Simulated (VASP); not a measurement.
# Ti (P6_3/mmc) in VASP: a series of runs, part 2 of 2

VASP 6.6.1. The steps go on from the part before.

### 4 Single point, PBE-based screened hybrid with 25 % exact exchange

This run uses another cell than the first one, of 17.64 Å³/atom.

Contents of POSCAR:

```
Ti
1.0
    2.9500000000      0.0000000000      0.0000000000
   -1.4750000000      2.5547749412      0.0000000000
    0.0000000000      0.0000000000      4.6800000000
Ti
2
Direct
    0.6666666667      0.3333333333      0.7500000000
    0.3333333333      0.6666666667      0.2500000000
```

Contents of INCAR.step1:

```
SYSTEM = Ti
  ALGO = Normal
  EDIFF = 1E-5
  ENCUT = 520
  GGA = PE
  ISIF = 2
  ISMEAR = -1
  LASPH = .TRUE.
  LREAL = .FALSE.
  LWAVE = .TRUE.
  NBANDS = 19
  NELM = 100
  PREC = Accurate
  SIGMA = 0.05
```

Contents of INCAR.step2:

```
SYSTEM = Ti
  AEXX = 0.25
  ALGO = Normal
  EDIFF = 1E-7
  ENCUT = 520
  GGA = PE
  HFSCREEN = 0.3
  ISIF = 2
  ISMEAR = -1
  ISTART = 1
  LASPH = .TRUE.
  LCHARG = .TRUE.
  LELF = .TRUE.
  LHFCALC = .TRUE.
  LREAL = .FALSE.
  LVHAR = .TRUE.
  LWAVE = .FALSE.
  NBANDS = 19
  NELM = 100
  PREC = Accurate
  PRECFOCK = Normal
  SIGMA = 0.05
```

Contents of KPOINTS:

```
k-points
0
G
  5 5 3
  0 0 0
```

Potentials or basis: VASP PAW PBE potentials, release 64 (Ti_sv).

On the command line:

```
> cat potpaw_PBE.64/Ti_sv/POTCAR > POTCAR
> cp INCAR.step1 INCAR
> mpirun -np 1 vasp_std > vasp.out
> cp INCAR.step2 INCAR
> mpirun -np 1 vasp_std > vasp.out
```

OUTCAR:

```text
SYSTEM = Ti
   AEXX = 0.25
   EDIFF = 1E-7
   ENCUT = 520
   GGA = PE
   HFSCREEN = 0.3
   ISIF = 2
   ISMEAR = -1
   ISTART = 1
   LASPH = .TRUE.
   LHFCALC = .TRUE.
   LREAL = .FALSE.
   NELM = 100
   PREC = Accurate
   PRECFOCK = Normal

 ion  position               nearest neighbor table
   1  0.667  0.333  0.750-   2 2.89   2 2.89   2 2.89   2 2.89   2 2.89   2 2.89
   2  0.333  0.667  0.250-   1 2.89   1 2.89   1 2.89   1 2.89   1 2.89   1 2.89

  LATTYP: Found a hexagonal cell.
 ALAT       =     2.9500000000
 C/A-ratio  =     1.5864406780

  Lattice vectors:

 A1 = (   2.9500000000,   0.0000000000,   0.0000000000)
 A2 = (  -1.4750000000,   2.5547749412,   0.0000000000)
 A3 = (   0.0000000000,   0.0000000000,   4.6800000000)

Analysis of symmetry for initial positions (statically):
=====================================================================
 Subroutine PRICEL returns:
 Original cell was already a primitive cell.

 Routine SETGRP: Setting up the symmetry group for a
 hexagonal supercell.

 Subroutine GETGRP returns: Found 24 space group operations
 (whereof 12 operations were pure point group operations)
 out of a pool of 24 trial point group operations.

The static configuration has the point symmetry D_3d.
 The point group associated with its full space group is D_6h.

Analysis of symmetry for dynamics (positions and initial velocities):
=====================================================================
 Subroutine PRICEL returns:
 Original cell was already a primitive cell.

 Routine SETGRP: Setting up the symmetry group for a
 hexagonal supercell.

 Subroutine GETGRP returns: Found 24 space group operations
[... 106 lines left out ...]
   IALGO  =     38    algorithm
   IMIX   =      1    mixing-type and parameters
     AMIX     =   0.40;   BMIX     =  1.00
     AMIX_MAG =   1.60;   BMIX_MAG =  1.00
  volume/ion in A,a.u.               =      17.64       119.01
  Fermi-wavevector in a.u.,A,eV,Ry     =   1.439920  2.721055 28.209912  2.073370
  Thomas-Fermi vector in A             =   2.558722
   LORBIT       =      0    0 simple, 1 ext, 2 COOP (PROOUT), +10 PAW based schemes
   GGA     = PE    functional components
   LHFCALC =     T    Hartree Fock is set to
   PRECFOCK=normal    Normal, Fast or Accurate (Low or Medium for compatibility)
   ENCUT4O =  -1.0   cutoff for four orbital integrals eV
   NKREDX  =     1    reduce k-point grid by
   NKREDY  =     1    reduce k-point grid by
   NKREDZ  =     1    reduce k-point grid by
   AEXX    =    0.2500 exact exchange contribution
   HFSCREEN=    0.3000 screening length (either q_TF or 0.3 A-1)
   HFSCREENC=   0.3000 screening length for correlation (either q_TF or 0.3 A-1)
   ENCUTFOCK=  -1.0 apply spherical cutoff to Coloumb kernel
   IVDW    =     0    specifies the selected vdW correction
   LEPSILON=     F    determine dielectric tensor
   LRPA    =     F    only Hartree local field effects (RPA)
 non-spin polarized calculation
  energy-cutoff  :      520.00
  volume of cell :       35.27
 maximum number of plane-waves:       965
 NGX is ok and might be reduce to    24
  NGX = 18; NGY = 18; NGZ = 28

 number of electron      24.0000002 magnetization

 Free energy of the ion-electron system (eV)
  ---------------------------------------------------
  ext. energy  EPLUGINS =         0.00000000
  ---------------------------------------------------
  free energy    TOTEN  =       -18.23837447 eV

  energy without entropy =      -18.21559999  energy(sigma->0) =      -18.22698723

 E-fermi :   8.3623     XC(G=0):  -9.5635

 val. band max:        8.3374368453   @ k =   0.2000   0.0000   0.3333
 cond. band min:       8.5759394334   @ k =   0.4000   0.2000   0.3333
 fundamental gap:      0.2385025881
 Fermi energy:         8.3623486468

 k-point     1 :       0.0000    0.0000    0.0000
  band No.  band energies     occupation
      1     -53.3728      2.00000
      2     -53.2350      2.00000
      3     -28.3421      2.00000
      4     -27.6531      2.00000
      5     -27.6531      2.00000
      6     -27.6172      2.00000
[... 197 lines left out ...]
      6     -27.8141      2.00000
[... 11 lines left out ...]
     18      12.2560      0.00000
     19      13.9752      0.00000

------------------------ aborting loop because EDIFF is reached ----------------------------------------

  FORCE on cell =-STRESS in cart. coord.  units (eV):
  Direction    XX          YY          ZZ          XY          YZ          ZX
  --------------------------------------------------------------------------------------
  -------------------------------------------------------------------------------------
  Total       -0.6085132     -0.6085132     -1.3142581      0.0000000      0.0000000     -0.0000000
  in kB      -27.6414036    -27.6414036    -59.6995030      0.0000000      0.0000000     -0.0000000
  external PRESSURE =     -38.3274367 kB  Pullay stress =       0.0000000 kB

 VOLUME and BASIS-vectors are now :
 -----------------------------------------------------------------------------
  energy-cutoff  :      520.00
  volume of cell :       35.27
      direct lattice vectors                 reciprocal lattice vectors
     2.950000000  0.000000000  0.000000000     0.338983051  0.195711956  0.000000000
    -1.475000000  2.554774941  0.000000000     0.000000000  0.391423911  0.000000000
     0.000000000  0.000000000  4.680000000     0.000000000  0.000000000  0.213675214

 POSITION                                       TOTAL-FORCE (eV/Angst)
 -----------------------------------------------------------------------------------
      1.47500      0.85159      3.51000        -0.000000     -0.000000     -0.000000
     -0.00000      1.70318      1.17000         0.000000      0.000000      0.000000
 -----------------------------------------------------------------------------------
    total drift:                               -0.000000     -0.000000      0.000001

  FREE ENERGIE OF THE ION-ELECTRON SYSTEM (eV)
  ---------------------------------------------------
  free  energy   TOTEN  =       -18.2383744692 eV

  energy  without entropy=      -18.2155999881  energy(sigma->0) =      -18.22698723
```

It took 29 min on 1 thread of Intel Xeon Platinum 8259CL at 2.50GHz (Skylake/Cascade Lake), shared host; peak memory 0.26 GiB.

Results:

* Free energy: -18.2384 eV
* Pressure: -3.8 GPa
* Band gap on the k mesh: zero (bands 12 and 13 overlap by 1.02 eV)

Caveat: the k points lie up to 0.49 Å⁻¹ apart, too coarse for converged energies and pressures of a metal; the PAW data sets were made with another functional, which shifts forces and pressure a little.

### 5 Single point, HF

This run uses another cell than the first one, of 18.16 Å³/atom.

Contents of POSCAR:

```
Ti
1.0
    2.9883884339      0.0000000000      0.0000000000
   -1.4941942170      2.5880203002      0.0000000000
    0.0000000000      0.0000000000      4.6959108944
Ti
2
Direct
    0.6666666667      0.3333333333      0.7500000000
    0.3333333333      0.6666666667      0.2500000000
```

Contents of INCAR.step1:

```
PREC = Accurate ; ENCUT = 520
EDIFF = 1E-5 ; ISMEAR = -1
SIGMA = 0.05 ; LREAL = F
LASPH = T ; NELM = 80
ALGO = Normal ; ISIF = 2
LWAVE = T ; LCHARG = F
NBANDS = 19 ; GGA = PE
```

Contents of INCAR.step2:

```
PREC = Accurate ; ENCUT = 520
EDIFF = 1E-6 ; ISMEAR = -1
SIGMA = 0.05 ; LREAL = F
LASPH = T ; NELM = 80
ALGO = Normal ; ISIF = 2
LWAVE = F ; LCHARG = F
GGA = PE ; LHFCALC = T
AEXX = 1.0 ; ALDAC = 0.0
AGGAC = 0.0 ; PRECFOCK = Normal
NBANDS = 19 ; ISTART = 1
```

Contents of KPOINTS:

```
Automatic mesh
0
Gamma
  5 5 3
```

On the command line:

```
> cat potpaw_PBE.64/Ti_sv/POTCAR > POTCAR
> cp INCAR.step1 INCAR
> mpirun -np 1 vasp_std > vasp.out
> cp INCAR.step2 INCAR
> mpirun -np 1 vasp_std > vasp.out
```

Run time: 24 min. Hardware: 1 thread of Intel Xeon Platinum 8259CL at 2.50GHz (Skylake/Cascade Lake), shared host; peak memory 0.16 GiB.

Results (log left out):

| Quantity | Value |
| --- | --- |
| Free energy | -35.5094 eV |
| Pressure | -1.6 GPa |
| Band gap on the k mesh | zero (bands 12 and 13 overlap by 4.19 eV) |

Stress tensor (GPa, compression positive):
```
-1.49  0.00  0.00
 0.00 -1.49  0.00
 0.00  0.00 -1.68
```

Levels at points of the mesh, in eV from the Fermi level:
```
           k point  band 10  band 11  band 12  band 13  band 14  band 15
(0.00, 0.00, 0.00)    -7.86    -4.61     2.93     2.93     3.98     4.27
```

Caveat: the k points lie up to 0.49 Å⁻¹ apart, too coarse for converged energies and pressures of a metal; the PAW data sets were made with another functional, which shifts forces and pressure a little.

### 6 Single point, LDA, collinear spin

This run uses another cell than the first one, of 16.13 Å³/atom.

Contents of INCAR:

```
SYSTEM = Ti
ALGO = Normal
EDIFF = 1E-6
ENCUT = 520
ISIF = 2
ISMEAR = -1
ISPIN = 2
LASPH = .True.
LCHARG = .False.
LMAXMIX = 4
LORBIT = 11
LREAL = .False.
LWAVE = .False.
MAGMOM = 1 -0.5
NBANDS = 23
NELM = 150
PREC = Accurate
SIGMA = 0.025
```

Contents of KPOINTS:

```
k-points
0
Gamma
  10 10 6
  0 0 0
```

Contents of POSCAR:

```
Ti
1.0
    2.8702369800      0.0000000000      0.0000000000
   -1.4351184900      2.4856981395      0.0000000000
    0.0000000000      0.0000000000      4.5218314949
Ti
2
Direct
    0.6666666667      0.3333333333      0.7500000000
    0.3333333333      0.6666666667      0.2500000000
```

Potentials or basis: VASP PAW LDA potentials, release 64 (Ti_sv).

On the command line:

```
> cat potpaw_LDA.64/Ti_sv/POTCAR > POTCAR
> mpirun -np 1 vasp_std > vasp.out
```

OUTCAR:

```text
SYSTEM = Ti
   EDIFF = 1E-6
   ENCUT = 520
   ISIF = 2
   ISMEAR = -1
   ISPIN = 2
   LASPH = .True.
   LORBIT = 11
   LREAL = .False.
   NELM = 150
   PREC = Accurate

 ion  position               nearest neighbor table
   1  0.667  0.333  0.750-   2 2.80   2 2.80   2 2.80   2 2.80   2 2.80   2 2.80
   2  0.333  0.667  0.250-   1 2.80   1 2.80   1 2.80   1 2.80   1 2.80   1 2.80

  LATTYP: Found a hexagonal cell.
 ALAT       =     2.8702369800
 C/A-ratio  =     1.5754209588

  Lattice vectors:

 A1 = (   2.8702369800,   0.0000000000,   0.0000000000)
 A2 = (  -1.4351184900,   2.4856981395,   0.0000000000)
 A3 = (   0.0000000000,   0.0000000000,   4.5218314949)

Analysis of symmetry for initial positions (statically):
=====================================================================
 Subroutine PRICEL returns:
 Original cell was already a primitive cell.

 Routine SETGRP: Setting up the symmetry group for a
 hexagonal supercell.

 Subroutine GETGRP returns: Found 24 space group operations
 (whereof 12 operations were pure point group operations)
 out of a pool of 24 trial point group operations.

[... 1440 lines left out ...]
     23      20.5012      0.00000

 [... further k-points ...]

------------------------ aborting loop because EDIFF is reached ----------------------------------------

  FORCE on cell =-STRESS in cart. coord.  units (eV):
  Direction    XX          YY          ZZ          XY          YZ          ZX
  --------------------------------------------------------------------------------------
  -------------------------------------------------------------------------------------
  Total       -0.1048836     -0.1048836     -0.1200991      0.0000000      0.0000000      0.0000000
  in kB       -5.2087973     -5.2087973     -5.9644405      0.0000000      0.0000000      0.0000000
  external PRESSURE =      -5.4606784 kB  Pullay stress =       0.0000000 kB

 VOLUME and BASIS-vectors are now :
 -----------------------------------------------------------------------------
  energy-cutoff  :      520.00
  volume of cell :       32.26
      direct lattice vectors                 reciprocal lattice vectors
     2.870236980  0.000000000  0.000000000     0.348403288  0.201150732  0.000000000
    -1.435118490  2.485698140  0.000000000     0.000000000  0.402301464  0.000000000
     0.000000000  0.000000000  4.521831495     0.000000000  0.000000000  0.221149329

 POSITION                                       TOTAL-FORCE (eV/Angst)
 -----------------------------------------------------------------------------------
      1.43512      0.82857      3.39137        -0.000000      0.000000     -0.000000
     -0.00000      1.65713      1.13046         0.000000     -0.000000      0.000000
 -----------------------------------------------------------------------------------
    total drift:                               -0.000000      0.000000      0.000000

  FREE ENERGIE OF THE ION-ELECTRON SYSTEM (eV)
  ---------------------------------------------------
  free  energy   TOTEN  =       -17.1000673317 eV

  energy  without entropy=      -17.0946367188  energy(sigma->0) =      -17.09735203

 total charge

# of ion       s       p       d       tot
------------------------------------------
    1        2.269   6.131   1.970  10.369
    2        2.269   6.131   1.970  10.369
--------------------------------------------------
tot          4.537  12.262   3.940  20.739

 magnetization (x)

# of ion       s       p       d       tot
------------------------------------------
    1        0.000   0.000   0.000   0.000
    2       -0.000  -0.000  -0.000  -0.000
--------------------------------------------------
tot         -0.000   0.000   0.000   0.000
```

stdout:

```text
POSCAR found type information on POSCAR Ti
 POSCAR found :  1 types and       2 ions
 scaLAPACK will be used
 LDA part: xc-table for (Slater(with rela. corr.)+CA(PZ))
 , standard interpolation
 POSCAR, INCAR and KPOINTS ok, starting setup
 FFT: planning ... GRIDC
 FFT: planning ... GRID_SOFT
 FFT: planning ... GRID
 WAVECAR not read
 entering main loop
```

It took 38 s on 1 thread of Intel Xeon Platinum 8488C (Sapphire Rapids), shared host; peak memory 0.18 GiB.

Results:

```yaml
Free_energy: -17.1001 eV
Pressure: -0.5 GPa
Band_gap_on_the_k_mesh: zero (filled and empty bands overlap)
Net_moment: 0.00 μB per cell
Valence_electrons_inside_the_program's_atomic_spheres: Ti 10.37
```

### 7 Summary

| level | potentials or basis | spin | cell | k mesh | smearing | grid for exact exchange (PRECFOCK) | share of exact exchange | screening parameter | gap on the mesh (eV) | pressure (GPa) |
| --- | --- | --- | --- | --- | --- | --- | --- | --- | --- | --- |
| B3LYP | VASP PAW PBE potentials, release 64 (Ti_sv) | off | a = 2.942, b = 2.942, c = 4.636 Å, angles 90.0, 90.0, 120.0°, 2 atoms | 5 × 5 × 3 | fermi-dirac 0.05 eV | Normal | 0.2 | - | none | -0.7 |
| r2SCAN50 | VASP PAW PBE potentials, release 64 (Ti_sv) | off | a = 2.950, b = 2.950, c = 4.680 Å, angles 90.0, 90.0, 120.0°, 2 atoms | 5 × 5 × 3 | fermi-dirac 0.05 eV | Normal | 0.5 | - | none | -5.8 |
| PBE-based screened hybrid with 25 % exact exchange | VASP PAW PBE potentials, release 64 (Ti_sv) | off | a = 2.950, b = 2.950, c = 4.680 Å, angles 90.0, 90.0, 120.0°, 2 atoms | 5 × 5 × 3 | fermi-dirac 0.05 eV | Normal | 0.25 | 0.3 1/Å | none | -3.8 |
| HF | VASP PAW PBE potentials, release 64 (Ti_sv) | off | a = 2.988, b = 2.988, c = 4.696 Å, angles 90.0, 90.0, 120.0°, 2 atoms | 5 × 5 × 3 | fermi-dirac 0.05 eV | Normal | 1 | - | none | -1.6 |
| LDA | VASP PAW LDA potentials, release 64 (Ti_sv) | collinear | a = 2.870, b = 2.870, c = 4.522 Å, angles 90.0, 90.0, 120.0°, 2 atoms | 10 × 10 × 6 | fermi-dirac 0.025 eV | - | - | - | none | -0.5 |

Alike in all rows: task single point; cutoff (eV) 520.

Caveats: some runs use coarse meshes; the PAW data sets were made with another functional, which shifts forces and pressure a little (at least some runs).

Total energies depend on the potentials used, so only differences within one code and one set of settings carry meaning.

The gap in the log of VASP goes by the Fermi energy; the results here count the filled bands.